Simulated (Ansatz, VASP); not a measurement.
Two plane-wave programs on Nb

```
Nb
1.0
    -1.60432    1.60432    1.60432
     1.60432   -1.60432    1.60432
     1.60432    1.60432   -1.60432
Nb
1
Direct
  0.00000 0.00000 0.00000
```

Alike in both runs: task single point; functional PBE; k mesh 18 × 18 × 18; occupations gaussian, width 0.1 eV; no spin polarisation.

|  | VASP | Ansatz |
| --- | --- | --- |
| version | VASP 6.6.1 | Ansatz 0.2.0 |
| potentials or method | VASP PAW PBE potentials, release 64 (Nb_sv), cutoff 520 eV | scalar-relativistic, plane waves, PAW |
| valence electrons in the cell | 13 | 13 |

VASP gave:

```
gap on the k mesh at the Fermi level (eV) : none
pressure (GPa)                            : 18.4
```

Q: Which values does Ansatz return?

A: gap on the k mesh at the Fermi level (eV): none; pressure (GPa): 18.7.

A gap of «none» marks a metal or a gap that the smearing closes.
